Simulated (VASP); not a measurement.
Set up this calculation in VASP 6.6.1, as the native input.

```yaml
Task: electric field gradients
Functional: PBE
Potentials_or_basis: VASP PAW PBE potentials, release 64 (Na_pv, Ca_sv, Ga_d, S, O)
Cutoff: 520 eV
k_mesh: 3 × 3 × 3
Occupations: fermi-dirac, width 0.02 eV
Spin: no spin polarisation
Dipole_correction: no
Further_INCAR_settings: LREAL = Auto; ALGO = Normal; EDIFF = 1e-08; NBANDS = 144
```

The structure of NaCaGaS3O12 lies in POSCAR:

```
NaCaGaS3O12
1.0
    4.4343937305      2.5601984140      7.6200363767
   -4.4343937305      2.5601984140      7.6200363767
    0.0000000000     -5.1203968280      7.6200363767
Na Ca Ga S O
2 2 2 6 24
Direct
    0.4981004100      0.4981004100      0.4981004100
    0.9981004100      0.9981004100      0.9981004100
    0.6456531800      0.6456531800      0.6456531800
    0.1456531800      0.1456531800      0.1456531800
    0.3490680700      0.3490680700      0.3490680700
    0.8490680700      0.8490680700      0.8490680700
    0.7281616800      0.0566000500      0.4648210000
    0.4648210000      0.7281616800      0.0566000500
    0.0566000500      0.4648210000      0.7281616800
    0.5566000500      0.2281616800      0.9648210000
    0.9648210000      0.5566000500      0.2281616800
    0.2281616800      0.9648210000      0.5566000500
    0.6988492900      0.9030171400      0.4917493600
    0.4917493600      0.6988492900      0.9030171400
    0.9030171400      0.4917493600      0.6988492900
    0.4030171400      0.1988492900      0.9917493600
    0.9917493600      0.4030171400      0.1988492900
    0.1988492900      0.9917493600      0.4030171400
    0.2615208200      0.1259363400      0.5255444800
    0.5255444800      0.2615208200      0.1259363400
    0.1259363400      0.5255444800      0.2615208200
    0.6259363400      0.7615208200      0.0255444800
    0.0255444800      0.6259363400      0.7615208200
    0.7615208200      0.0255444800      0.6259363400
    0.3815863900      0.7916832600      0.5912135300
    0.5912135300      0.3815863900      0.7916832600
    0.7916832600      0.5912135300      0.3815863900
    0.2916832600      0.8815863900      0.0912135300
    0.0912135300      0.2916832600      0.8815863900
    0.8815863900      0.0912135300      0.2916832600
    0.5580812300      0.2272746600      0.4511391100
    0.4511391100      0.5580812300      0.2272746600
    0.2272746600      0.4511391100      0.5580812300
    0.7272746600      0.0580812300      0.9511391100
    0.9511391100      0.7272746600      0.0580812300
    0.0580812300      0.9511391100      0.7272746600
```

These files were run (other wordings do the same):

INCAR

```
SYSTEM = NaCaGaS3O12
  PREC = Accurate
  ENCUT = 520
  EDIFF = 1E-8
  ISMEAR = -1
  SIGMA = 0.02
  LREAL = Auto
  LASPH = .TRUE.
  NELM = 100
  ALGO = Normal
  ISIF = 2
  LWAVE = .FALSE.
  LCHARG = .FALSE.
  GGA = PE
  LEFG = .TRUE.
  NBANDS = 144
```

KPOINTS

```
Automatic mesh
0
G
  3 3 3
  0 0 0
```

Potentials or basis: VASP PAW PBE potentials, release 64 (Na_pv, Ca_sv, Ga_d, S, O).

The run is started by

```bash
$ cat potpaw_PBE.64/Na_pv/POTCAR potpaw_PBE.64/Ca_sv/POTCAR potpaw_PBE.64/Ga_d/POTCAR potpaw_PBE.64/S/POTCAR potpaw_PBE.64/O/POTCAR > POTCAR
$ mpirun -np 1 vasp_std > vasp.out
```

It gave:

- Pressure: 0.1 GPa
- Largest force: 0.348 eV/Å
- Band gap on the k mesh: 2.36 eV, direct

Caveat: without QUAD_EFG the Cq values of the log hold for a quadrupole moment of 1 mb, not for the nuclei.

Wall time 18 min on 1 thread of Intel(R) Xeon(R) Platinum 8488C (Sapphire Rapids), with other jobs on the host, peak memory 0.89 GiB.
